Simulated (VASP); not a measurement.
Input of a VASP 6.6.1 run:

INCAR

```
PREC = Accurate ; ENCUT = 500
EDIFF = 1E-6 ; ISMEAR = -5
SIGMA = 0.1 ; LREAL = F
LASPH = T ; NELM = 120
ALGO = Normal ; ISIF = 2
LWAVE = F ; LCHARG = F
GGA = B5 ; ALDAX = 1.0
AGGAX = 1.0 ; AGGAC = 1.0
ALDAC = 0.0 ; NBANDS = 16
GGA_COMPAT = F
```

KPOINTS

```
Automatic mesh
0
Gamma
  2 2 2
```

The input POSCAR:

```
NaAl3
1.0
   -2.1877210000      2.1877210000      3.9802060000
    2.1877210000     -2.1877210000      3.9802060000
    2.1877210000      2.1877210000     -3.9802060000
Na Al
1 3
Direct
    0.0000000000      0.0000000000      0.0000000000
    0.7500000000      0.2500000000      0.5000000000
    0.2500000000      0.7500000000      0.5000000000
    0.5000000000      0.5000000000      0.0000000000
```

Potentials or basis: VASP PAW PBE potentials, release 64 (Na_pv, Al).

Command:

```sh
$ cat potpaw_PBE.64/Na_pv/POTCAR potpaw_PBE.64/Al/POTCAR > POTCAR
$ mpirun -np 1 vasp_std > vasp.out
```

Q: Estimate the pressure.

A: 3.2 GPa.

Q: Estimate the band gap on the k mesh.

A: Zero (bands 8 and 9 overlap by 0.91 eV).

Stress tensor (GPa, compression positive):
```
0.08 0.00 0.00
0.00 0.08 0.00
0.00 0.00 9.59
```

Caveat: the k points lie up to 0.82 Å⁻¹ apart, too coarse for converged energies and pressures of a metal; the PAW data sets were made with another functional, which shifts forces and pressure a little; tetrahedron occupations give inexact forces and stress in metals.
